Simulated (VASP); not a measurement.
A run of VASP 6.6.1:

File INCAR:

```
PREC = Accurate
ENCUT = 520
EDIFF = 1E-6
ISMEAR = 0
SIGMA = 0.1
LREAL = False
LASPH = True
NELM = 60
ALGO = Normal
ISIF = 2
LWAVE = False
LCHARG = False
GGA = PE
NBANDS = 36
```

The input KPOINTS:

```
regular mesh
0
Gamma
  3 3 4
```

The input POSCAR:

```
InH3
1.0
    7.6519192000      0.0000000000      0.0000000000
   -3.8259596000      6.6267564100      0.0000000000
    0.0000000000      0.0000000000      3.9270968000
In H
3 9
Direct
    0.5000000000      0.0000000000      0.0000000000
    0.5000000000      0.5000000000      0.0000000000
    0.0000000000      0.5000000000      0.0000000000
    0.5000000000      0.0000000000      0.5000000000
    0.5000000000      0.7500000000      0.0000000000
    0.5000000000      0.2500000000      0.0000000000
    0.2500000000      0.7500000000      0.0000000000
    0.7500000000      0.2500000000      0.0000000000
    0.5000000000      0.5000000000      0.5000000000
    0.2500000000      0.5000000000      0.0000000000
    0.7500000000      0.5000000000      0.0000000000
    0.0000000000      0.5000000000      0.5000000000
```

Potentials or basis: VASP PAW PBE potentials, release 64 (In_d, H).

Command:

```sh
$ cat potpaw_PBE.64/In_d/POTCAR potpaw_PBE.64/H/POTCAR > POTCAR
$ mpirun -np 1 vasp_std > vasp.out
```

Hardware: 1 thread of AMD EPYC 7R13, with other jobs on the host.

How long does it take, and how much memory?

It took 68 s on 1 thread of AMD EPYC 7R13, with other jobs on the host, peak memory 0.34 GiB. Counts: scf iterations 15, k points 9.
